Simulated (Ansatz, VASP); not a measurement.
## GeSBr in VASP and in Ansatz

Contents of POSCAR:

```
GeSBr
1.0
    0.0000000000      4.0603900000      0.0000000000
    4.0603900000      0.0000000000      0.0000000000
    2.0301950000      2.0301950000     -8.7033640000
S Ge Br
2 2 2
Direct
    0.1230000000      0.1230000000      0.7540000000
    0.8770000000      0.8770000000      0.2460000000
    0.5000000000      0.0000000000      0.0000000000
    0.0000000000      0.5000000000      0.0000000000
    0.3123000000      0.3123000000      0.3754000000
    0.6877000000      0.6877000000      0.6246000000
```

File INCAR.step1:

```
  PREC = Accurate
  ENCUT = 520
  ISMEAR = 0
  SIGMA = 0.0143
  LREAL = F
  LASPH = T
  NELM = 60
  NBANDS = 36
  GGA = PE
  ALGO = Normal
  EDIFF = 1E-4
  LWAVE = T
  LCHARG = F
```

Contents of INCAR.step2:

```
  PREC = Accurate
  ENCUT = 520
  EDIFF = 1E-7
  ISMEAR = 0
  SIGMA = 0.0143
  LREAL = F
  LASPH = T
  NELM = 60
  ALGO = Normal
  ISIF = 2
  LWAVE = F
  LCHARG = F
  METAGGA = R2SCAN
  LMIXTAU = T
  NBANDS = 36
  ISTART = 1
```

KPOINTS

```
Automatic mesh
0
Gamma
  7 7 7
```

Input for Ansatz:

```yaml
crystal:
  lattice:
    - [0.0, 4.06039, 0.0]
    - [4.06039, 0.0, 0.0]
    - [2.030195, 2.030195, -8.703364]
  atoms:
    - { symbol: S, position: [0.123, 0.123, 0.754] }
    - { symbol: S, position: [0.877, 0.877, 0.246] }
    - { symbol: Ge, position: [0.5, 0.0, 0.0] }
    - { symbol: Ge, position: [0.0, 0.5, 0.0] }
    - { symbol: Br, position: [0.3123, 0.3123, 0.3754] }
    - { symbol: Br, position: [0.6877, 0.6877, 0.6246] }
  symmetry: { tolerance: 0.0003 }
kpoints:
  mp_grid: { grid: [7, 7, 7], shift: [0, 0, 0] }
  band_path:
    path:
      - [0.0, 0.0, 0.0]
      - [0.5, 0.5, 0.5]
      - [0.5, 0.5, 0.25]
      - [0.0, 0.5, 0.0]
      - [0.0, 0.0, 0.0]
      - [0.0, 0.0, -0.5]
      - [0.0, 0.47279359, -0.2636032]
      - [0.0, 0.52720641, 0.2636032]
      - [0.0, 0.0, 0.0]
      - [0.5, 0.5, 0.5]
      - [0.47279359, 0.52720641, 0.5]
    npoints: 6
magnetization:
  spin_polarized: false
scf:
  occupations: { method: gaussian, width: 0.0143 }
  lower_state_search: "off"
  max_iter: 200
hamiltonian:
  pseudopotentials: { kind: paw }
  xc: r2scan
basis:
  ecutwfc: 500
  fft_grid_basis: typed
output:
  forces: true
  stress: true
  eigenvalues: true
  bader: true
  populations: true
  elf: true
  write_potential: true
  volumetric_format: npy
  dos:
    e_range: [-12, 8]
    de: 0.05
    projected: { site_lists: { Br: [Br], Ge: [Ge], S: [S] } }
checkpoint:
  read: saved_state
```

Alike in both runs: task single point; functional r2SCAN; k mesh 7 × 7 × 7; occupations gaussian, width 0.0143 eV; no spin polarisation.

|  | VASP | Ansatz |
| --- | --- | --- |
| version | VASP 6.6.1 | Ansatz 0.2.0 |
| potentials or method | VASP PAW PBE potentials, release 64 (S, Ge_d, Br), cutoff 520 eV | PAW plane waves |
| valence electrons in the cell | 54 | 54 |

```csv
,VASP,Ansatz,Ansatz less VASP
pressure (GPa),-5.8,-5.7,+0.08
"traceless stress, the component that is largest in VASP (GPa)",-3.03,-3.03,+0.008
rms of the force components (eV/Å),0.626,0.623,-0.0031
```

VASP's potentials were made for PBE, not for r2SCAN. Atom by atom the forces differ by 0.003 eV/Å (rms over components).
